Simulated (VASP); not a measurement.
# CsPbBr3 in VASP: a series of runs

CsPbBr3 is run at these levels: PBEsol; tasks: single point.

All numbers are computed with VASP 6.6.1; they aren't measurements. Logs are shortened: lines on timing, memory, paths and dates and some standing lists are left out, and cuts for length are marked.

## Step 1: The cell of the first run

Symmetry: Pm-3m, No. 221, cubic system. Conventional cell: a = 5.577 Å, b = 5.577 Å, c = 5.577 Å, α = 90.00°, β = 90.00°, γ = 90.00°. Cs (site symmetry m-3m) has 12 Br at 3.94 Å and 8 Pb at 4.83 Å within 5.2 Å. Within 3.7 Å of Pb (site symmetry m-3m) lie 6 Br at 2.79 Å. Within 3.7 Å of Br (site symmetry 4/mmm) lie 2 Pb at 2.79 Å.

## Step 2: Single point, PBEsol (strain -0.050 along x and y, -0.050 along z)

INCAR

```
SYSTEM = CsPbBr3
PREC     = Accurate       ! precision mode
ENCUT    = 520            ! plane-wave cutoff, eV
EDIFF    = 1E-7           ! SCF threshold, eV
ISMEAR   = 0              ! smearing method
SIGMA    = 0.05           ! smearing width, eV
LREAL    = .False.        ! projectors in reciprocal space
LASPH    = .True.         ! aspherical terms in the spheres
NELM     = 100            ! most SCF steps
ALGO     = Normal         ! electronic algorithm
ISIF     = 2              ! what is computed and relaxed
LWAVE    = .False.        ! write WAVECAR
LCHARG   = .False.        ! write CHGCAR
GGA      = PS             ! functional
NBANDS   = 30             ! bands
```

KPOINTS

```
Automatic mesh
0
Gamma
  6 6 6
  0 0 0
```

POSCAR

```
CsPbBr3
1.0
    5.5765000000      0.0000000000      0.0000000000
    0.0000000000      5.5765000000      0.0000000000
    0.0000000000      0.0000000000      5.5765000000
Cs Pb Br
1 1 3
Direct
    0.0000000000      0.0000000000      0.0000000000
    0.5000000000      0.5000000000      0.5000000000
    0.0000000000      0.5000000000      0.5000000000
    0.5000000000      0.0000000000      0.5000000000
    0.5000000000      0.5000000000      0.0000000000
```

Potentials or basis: VASP PAW PBE potentials, release 64 (Cs_sv, Pb_d, Br).

Launch:

```
$ cat potpaw_PBE.64/Cs_sv/POTCAR potpaw_PBE.64/Pb_d/POTCAR potpaw_PBE.64/Br/POTCAR > POTCAR
$ mpirun -np 1 vasp_std > vasp.out
```

OUTCAR:

```text
SYSTEM = CsPbBr3
   PREC = Accurate
   ENCUT = 520
   EDIFF = 1E-7
   ISMEAR = 0
   LREAL = .False.
   LASPH = .True.
   NELM = 100
   ISIF = 2
   GGA = PS

 ion  position               nearest neighbor table
   1  0.000  0.000  0.000-
   2  0.500  0.500  0.500-   3 2.79   4 2.79   5 2.79   5 2.79   4 2.79   3 2.79
   3  0.000  0.500  0.500-   2 2.79   2 2.79
   4  0.500  0.000  0.500-   2 2.79   2 2.79
   5  0.500  0.500  0.000-   2 2.79   2 2.79

  LATTYP: Found a simple cubic cell.
 ALAT       =     5.5765000000

  Lattice vectors:

 A1 = (   5.5765000000,   0.0000000000,   0.0000000000)
 A2 = (   0.0000000000,   5.5765000000,   0.0000000000)
 A3 = (   0.0000000000,   0.0000000000,   5.5765000000)

Analysis of symmetry for initial positions (statically):
=====================================================================
 Subroutine PRICEL returns:
 Original cell was already a primitive cell.

 Routine SETGRP: Setting up the symmetry group for a
 simple cubic supercell.

 Subroutine GETGRP returns: Found 48 space group operations
 (whereof 48 operations were pure point group operations)
 out of a pool of 48 trial point group operations.

The static configuration has the point symmetry O_h .

Analysis of symmetry for dynamics (positions and initial velocities):
=====================================================================
 Subroutine PRICEL returns:
 Original cell was already a primitive cell.

 Routine SETGRP: Setting up the symmetry group for a
 simple cubic supercell.

 Subroutine GETGRP returns: Found 48 space group operations
 (whereof 48 operations were pure point group operations)
 out of a pool of 48 trial point group operations.

The dynamic configuration has the point symmetry O_h .

 Subroutine INISYM returns: Found 48 space group operations
 (whereof 48 operations are pure point group operations),
 and found     1 'primitive' translations

----------------------------------------------------------------------------------------

                                     Primitive cell

  volume of cell :     173.4144

  direct lattice vectors                    reciprocal lattice vectors
     5.576500000  0.000000000  0.000000000     0.179323949  0.000000000  0.000000000
     0.000000000  5.576500000  0.000000000     0.000000000  0.179323949  0.000000000
     0.000000000  0.000000000  5.576500000     0.000000000  0.000000000  0.179323949

  length of vectors
     5.576500000  5.576500000  5.576500000     0.179323949  0.179323949  0.179323949

  position of ions in fractional coordinates (direct lattice)
     0.000000000  0.000000000  0.000000000
     0.500000000  0.500000000  0.500000000
     0.000000000  0.500000000  0.500000000
     0.500000000  0.000000000  0.500000000
     0.500000000  0.500000000  0.000000000

  ion indices of the primitive-cell ions
   primitive index   ion index
                 1           1
                 2           2
                 3           3
                 4           4
                 5           5

----------------------------------------------------------------------------------------

 KPOINTS: Automatic mesh

Automatic generation of k-mesh.
 Grid dimensions read from file:
 generate k-points for:    6    6    6

 Generating k-lattice:

  Cartesian coordinates                     Fractional coordinates (reciprocal lattice)
     0.029887325  0.000000000  0.000000000     0.166666667  0.000000000  0.000000000
     0.000000000  0.029887325  0.000000000     0.000000000  0.166666667  0.000000000
     0.000000000  0.000000000  0.029887325     0.000000000  0.000000000  0.166666667

  Length of vectors
     0.029887325  0.029887325  0.029887325

  Shift w.r.t. Gamma in fractional coordinates (k-lattice)
     0.000000000  0.000000000  0.000000000

 Subroutine IBZKPT returns following result:
 ===========================================

 Found     20 irreducible k-points:

 Following reciprocal coordinates:
            Coordinates               Weight
  0.000000  0.000000  0.000000      1.000000
  0.166667  0.000000  0.000000      6.000000
  0.333333  0.000000  0.000000      6.000000
  0.500000  0.000000  0.000000      3.000000
  0.166667  0.166667  0.000000     12.000000
  0.333333  0.166667  0.000000     24.000000
[... 12 lines left out ...]
  0.500000  0.500000  0.333333      6.000000
  0.500000  0.500000  0.500000      1.000000
   k-points           NKPTS =     20   k-points in BZ     NKDIM =     20   number of bands    NBANDS=     30
   number of dos      NEDOS =    301   number of ions     NIONS =      5
   total plane-waves  NPLWV =  74088
   dimension x,y,z NGX =    42 NGY =   42 NGZ =   42
   dimension x,y,z NGXF=    84 NGYF=   84 NGZF=   84
   ions per type =               1   1   3
   NGX,Y,Z   is equivalent  to a cutoff of  12.52, 12.52, 12.52 a.u.
   NGXF,Y,Z  is equivalent  to a cutoff of  25.04, 25.04, 25.04 a.u.
 SYSTEM =  CsPbBr3
   PREC   = accura    normal or accurate (medium, high low for compatibility)
   ISTART =      0    job   : 0-new  1-cont  2-samecut
   ICHARG =      2    charge: 1-file 2-atom 10-const
   ISPIN  =      1    spin polarized calculation?
   LNONCOLLINEAR =      F non collinear calculations
   LSORBIT =      F    spin-orbit coupling
   LASPH  =      T    aspherical Exc in radial PAW
   ENCUT  =  520.0 eV  38.22 Ry    6.18 a.u.  10.37 10.37 10.37*2*pi/ulx,y,z
   NELM   =    100;   NELMIN=  2; NELMDL= -5     # of ELM steps
   EDIFF  = 0.1E-06   stopping-criterion for ELM
   LREAL  =      F    real-space projection
   EDIFFG = 0.1E-05   stopping-criterion for IOM
   NSW    =      0    number of steps for IOM
   IBRION =     -1    ionic relax: 0-MD 1-quasi-New 2-CG
   NFREE  =      0    steps in history (QN), initial steepest desc. (CG)
   ISIF   =      2    stress and relaxation
   ISYM   =      2    0-nonsym 1-usesym 2-fastsym
   POTIM  = 0.5000    time-step for ionic-motion
   TEBEG  =    0.0;   TEEND  =   0.0 temperature during run
   PSTRESS=    0.0 pullay stress
   NELECT =      44.0000    total number of electrons
   NUPDOWN=      -1.0000    fix difference up-down
   EMIN   =  10.00;   EMAX   =-10.00  energy-range for DOS
   EFERMI =   0.00;   METHOD = LEGACY
   ISMEAR =     0;   SIGMA  =   0.05  broadening in eV -4-tet -1-fermi 0-gaus
   EFERMI_NEDOS =   21; number of points for ismear=-14 and -15
   IALGO  =     38    algorithm
   IMIX   =      4    mixing-type and parameters
     AMIX     =   0.40;   BMIX     =  1.00
     AMIX_MAG =   1.60;   BMIX_MAG =  1.00
  volume/ion in A,a.u.               =      34.68       234.05
  Fermi-wavevector in a.u.,A,eV,Ry     =   1.036408  1.958527 14.614578  1.074141
  Thomas-Fermi vector in A             =   2.170797
   LORBIT       =      0    0 simple, 1 ext, 2 COOP (PROOUT), +10 PAW based schemes
   GGA     = PS    functional components
   LHFCALC =     F    Hartree Fock is set to
   AEXX    =    0.0000 exact exchange contribution
   IVDW    =     0    specifies the selected vdW correction
   LEPSILON=     F    determine dielectric tensor
   LRPA    =     F    only Hartree local field effects (RPA)
 non-spin polarized calculation
 Gauss-broadening in eV      SIGMA  =   0.05
  energy-cutoff  :      520.00
  volume of cell :      173.41
 maximum number of plane-waves:      4700
 NGX is ok and might be reduce to    42
   NGX = 21   NGY = 21   NGZ = 21

 number of electron      43.9999995 magnetization

 Free energy of the ion-electron system (eV)
  ---------------------------------------------------
  ext. energy  EPLUGINS =         0.00000000
  ---------------------------------------------------
  free energy    TOTEN  =       -16.42538167 eV

  energy without entropy =      -16.42538167  energy(sigma->0) =      -16.42538167

 E-fermi :   3.4679     XC(G=0):  -8.5070

 val. band max:        3.2421908460   @ k =   0.5000   0.5000   0.5000
 cond. band min:       3.8869261405   @ k =   0.5000   0.5000   0.5000
 fundamental gap:      0.6447352945
 Fermi energy:         3.4679475695

 k-point     1 :       0.0000    0.0000    0.0000
  band No.  band energies     occupation
      1     -19.0921      2.00000
      2     -14.5294      2.00000
      3     -14.5294      2.00000
      4     -14.1315      2.00000
      5     -14.1315      2.00000
      6     -14.1315      2.00000
[... 22 lines left out ...]
     29       9.4767      0.00000
     30       9.4767      0.00000

 k-point     2 :       0.1667    0.0000    0.0000
  band No.  band energies     occupation
      1     -19.0913      2.00000
      2     -14.5292      2.00000
      3     -14.4942      2.00000
      4     -14.1322      2.00000
      5     -14.1322      2.00000
      6     -14.1315      2.00000
[... 22 lines left out ...]
     29       8.3912      0.00000
     30       9.2249      0.00000

 k-point     3 :       0.3333    0.0000    0.0000
  band No.  band energies     occupation
      1     -19.0898      2.00000
      2     -14.5290      2.00000
      3     -14.4223      2.00000
      4     -14.1335      2.00000
      5     -14.1335      2.00000
      6     -14.1314      2.00000
[... 22 lines left out ...]
     29       7.7405      0.00000
     30       8.7994      0.00000

 k-point     4 :       0.5000    0.0000    0.0000
  band No.  band energies     occupation
      1     -19.0890      2.00000
      2     -14.5289      2.00000
      3     -14.3859      2.00000
      4     -14.1342      2.00000
      5     -14.1342      2.00000
      6     -14.1314      2.00000
[... 484 lines left out ...]
     29       7.7727      0.00000
     30       8.3084      0.00000

 k-point    19 :       0.5000    0.5000    0.3333
  band No.  band energies     occupation
      1     -19.0850      2.00000
      2     -14.3198      2.00000
      3     -14.2642      2.00000
      4     -14.1369      2.00000
      5     -14.1363      2.00000
      6     -14.1363      2.00000
[... 22 lines left out ...]
     29       7.6405      0.00000
     30       8.5096      0.00000

 k-point    20 :       0.5000    0.5000    0.5000
  band No.  band energies     occupation
      1     -19.0845      2.00000
      2     -14.2642      2.00000
      3     -14.2642      2.00000
      4     -14.1370      2.00000
      5     -14.1370      2.00000
      6     -14.1370      2.00000
[... 22 lines left out ...]
     29       7.4040      0.00000
     30       8.7889      0.00000

------------------------ aborting loop because EDIFF is reached ----------------------------------------

  FORCE on cell =-STRESS in cart. coord.  units (eV):
  Direction    XX          YY          ZZ          XY          YZ          ZX
  --------------------------------------------------------------------------------------
  -------------------------------------------------------------------------------------
  Total        5.2304871      5.2304871      5.2304871     -0.0000000      0.0000000      0.0000000
  in kB       48.3245252     48.3245252     48.3245252     -0.0000000      0.0000000      0.0000000
  external PRESSURE =      48.3245252 kB  Pullay stress =       0.0000000 kB

 VOLUME and BASIS-vectors are now :
 -----------------------------------------------------------------------------
  energy-cutoff  :      520.00
  volume of cell :      173.41
      direct lattice vectors                 reciprocal lattice vectors
     5.576500000  0.000000000  0.000000000     0.179323949  0.000000000  0.000000000
     0.000000000  5.576500000  0.000000000     0.000000000  0.179323949  0.000000000
     0.000000000  0.000000000  5.576500000     0.000000000  0.000000000  0.179323949

 POSITION                                       TOTAL-FORCE (eV/Angst)
 -----------------------------------------------------------------------------------
      0.00000      0.00000      0.00000         0.000000      0.000000      0.000000
      2.78825      2.78825      2.78825         0.000000      0.000000      0.000000
      0.00000      2.78825      2.78825         0.000000      0.000000      0.000000
      2.78825      0.00000      2.78825         0.000000      0.000000      0.000000
      2.78825      2.78825      0.00000         0.000000      0.000000      0.000000
 -----------------------------------------------------------------------------------
    total drift:                                0.000000     -0.000000     -0.000000

  FREE ENERGIE OF THE ION-ELECTRON SYSTEM (eV)
  ---------------------------------------------------
  free  energy   TOTEN  =       -16.4253816682 eV

  energy  without entropy=      -16.4253816682  energy(sigma->0) =      -16.42538167
```

Wall time 49 s (1 thread of Intel Xeon 6975P-C (Granite Rapids), shared host); peak memory 0.31 GiB.

What came out:

```yaml
Free_energy: -16.4254 eV
Pressure: 4.8 GPa
Band_gap_on_the_k_mesh: 0.64 eV
```

Levels at points of the mesh, in eV from the valence-band top:
```tsv
k point	band 20	band 21	band 22	band 23	band 24	band 25
(0.00, 0.00, 0.00)	-3.22	-3.22	-3.22	1.96	2.76	2.76
(0.50, 0.00, 0.00)	-3.42	-3.42	-2.05	2.03	3.59	4.09
(0.50, 0.50, 0.00)	-3.33	-2.80	-1.01	1.39	1.39	4.22
(0.50, 0.50, 0.50)	-2.78	-2.78	0.00	0.64	0.64	0.64
```

Caveat: the cell differs from its parent crystal (strain -0.050 along x and y, -0.050 along z); the cell stands under pressure; the PAW data sets were made with another functional, which shifts forces and pressure a little; spin-orbit coupling is left out, which moves the levels of the heavy elements.

## Step 3: Single point, PBEsol (strain -0.050 along x and y, -0.025 along z)

INCAR

```
  PREC = Accurate
  ENCUT = 520
  EDIFF = 1E-7
  ISMEAR = 0
  SIGMA = 0.05
  LREAL = False
  LASPH = True
  NELM = 100
  ALGO = Normal
  ISIF = 2
  LWAVE = False
  LCHARG = False
  GGA = PS
  NBANDS = 30
```

KPOINTS

```
Automatic mesh
0
Gamma
  6 6 6
```

POSCAR, as its differences from that of step 2:

```diff
@@ -4,3 +4,3 @@
     0.0000000000      5.5765000000      0.0000000000
-    0.0000000000      0.0000000000      5.5765000000
+    0.0000000000      0.0000000000      5.7232500000
 Cs Pb Br
```

Potentials or basis: VASP PAW PBE potentials, release 64 (Cs_sv, Pb_d, Br).

Launch:

```
$ cat potpaw_PBE.64/Cs_sv/POTCAR potpaw_PBE.64/Pb_d/POTCAR potpaw_PBE.64/Br/POTCAR > POTCAR
$ mpirun -np 1 vasp_std > vasp.out
```

OUTCAR:

```text
PREC = Accurate
   ENCUT = 520
   EDIFF = 1E-7
   ISMEAR = 0
   LREAL = False
   LASPH = True
   NELM = 100
   ISIF = 2
   GGA = PS

 ion  position               nearest neighbor table
   1  0.000  0.000  0.000-
   2  0.500  0.500  0.500-   3 2.79   4 2.79   4 2.79   3 2.79   5 2.86   5 2.86
   3  0.000  0.500  0.500-   2 2.79   2 2.79
   4  0.500  0.000  0.500-   2 2.79   2 2.79
   5  0.500  0.500  0.000-   2 2.86   2 2.86

  LATTYP: Found a simple tetragonal cell.
[... 994 lines left out ...]
  Direction    XX          YY          ZZ          XY          YZ          ZX
  --------------------------------------------------------------------------------------
  -------------------------------------------------------------------------------------
  Total        4.9861377      4.9861377      2.8023269      0.0000000      0.0000000      0.0000000
  in kB       44.8857746     44.8857746     25.2268633      0.0000000      0.0000000      0.0000000
  external PRESSURE =      38.3328041 kB  Pullay stress =       0.0000000 kB

 VOLUME and BASIS-vectors are now :
 -----------------------------------------------------------------------------
  energy-cutoff  :      520.00
  volume of cell :      177.98
      direct lattice vectors                 reciprocal lattice vectors
     5.576500000  0.000000000  0.000000000     0.179323949  0.000000000  0.000000000
     0.000000000  5.576500000  0.000000000     0.000000000  0.179323949  0.000000000
     0.000000000  0.000000000  5.723250000     0.000000000  0.000000000  0.174725899

 POSITION                                       TOTAL-FORCE (eV/Angst)
 -----------------------------------------------------------------------------------
      0.00000      0.00000      0.00000         0.000000      0.000000      0.000000
      2.78825      2.78825      2.86163         0.000000      0.000000      0.000000
      0.00000      2.78825      2.86163         0.000000      0.000000      0.000000
      2.78825      0.00000      2.86163         0.000000      0.000000      0.000000
      2.78825      2.78825      0.00000         0.000000      0.000000      0.000000
 -----------------------------------------------------------------------------------
    total drift:                                0.000000     -0.000000     -0.000000

  FREE ENERGIE OF THE ION-ELECTRON SYSTEM (eV)
  ---------------------------------------------------
  free  energy   TOTEN  =       -16.5293614062 eV

  energy  without entropy=      -16.5293614062  energy(sigma->0) =      -16.52936141
```

stdout:

```text
POSCAR found type information on POSCAR CsPbBr
 POSCAR found :  3 types and       5 ions
 scaLAPACK will be used
 -----------------------------------------------------------------------------
|                                                                             |
|                                                                             |
|     You enforced a specific xc type in the INCAR file but a different       |
|     I HOPE YOU KNOW WHAT YOU ARE DOING!                                     |
|                                                                             |
 -----------------------------------------------------------------------------

 LDA part: xc-table for (Slater+PW92), standard interpolation
 POSCAR, INCAR and KPOINTS ok, starting setup
 FFT: planning ... GRIDC
 FFT: planning ... GRID_SOFT
 FFT: planning ... GRID
 WAVECAR not read
 entering main loop
```

It took 92 s on 1 thread of Intel Xeon 6975P-C (Granite Rapids), shared host; peak memory 0.39 GiB.

Results:

- Free energy: -16.5294 eV
- Pressure: 3.8 GPa
- Band gap on the k mesh: 0.64 eV

Caveat: the cell differs from its parent crystal (strain -0.050 along x and y, -0.025 along z); the cell stands under pressure; the PAW data sets were made with another functional, which shifts forces and pressure a little; spin-orbit coupling is left out, which moves the levels of the heavy elements. A k mesh can miss the band edges.

[end of part 1 of 2]
